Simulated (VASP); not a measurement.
Wanted: the native input for a VASP 6.6.1 run.

* Task: single point
* Functional: PBE
* Potentials or basis: VASP PAW PBE potentials, release 64 (Zn, Se)
* Cutoff: 520 eV
* k mesh: 6 × 6 × 6
* Occupations: gaussian, width 0.01 eV
* Spin: no spin polarisation
* Dipole correction: no
* Further INCAR settings: ALGO = Normal; EDIFF = 1e-06; NBANDS = 16

The structure of ZnSe (Stilleite) lies in POSCAR:

```
ZnSe
1.0
    0.0000000000      2.8710911185      2.8710911185
    2.8710911185      0.0000000000      2.8710911185
    2.8710911185      2.8710911185      0.0000000000
Zn Se
1 1
Direct
    0.0000000000      0.0000000000      0.0000000000
    0.2500000000      0.2500000000      0.2500000000
```

One way to write it, as run:

INCAR

```
SYSTEM = ZnSe
ALGO = Normal
EDIFF = 1E-6
ENCUT = 520
GGA = PE
ISIF = 2
ISMEAR = 0
LASPH = .TRUE.
LCHARG = .TRUE.
LELF = .TRUE.
LREAL = .FALSE.
LVHAR = .TRUE.
LWAVE = .FALSE.
NBANDS = 16
NELM = 60
PREC = Accurate
SIGMA = 0.01
```

KPOINTS

```
k-points
0
G
  6 6 6
  0 0 0
```

Potentials or basis: VASP PAW PBE potentials, release 64 (Zn, Se).

Launch:

```console
$ cat potpaw_PBE.64/Zn/POTCAR potpaw_PBE.64/Se/POTCAR > POTCAR
$ mpirun -np 1 vasp_std > vasp.out
```

It gave:

```json
{"Pressure": "0.0 GPa", "Band gap on the k mesh": "1.13 eV, direct"}
```

Wall time 11 s on 1 thread of AMD EPYC 9R45 96-Core Processor (Zen 5), on a shared host, peak memory 0.14 GiB.
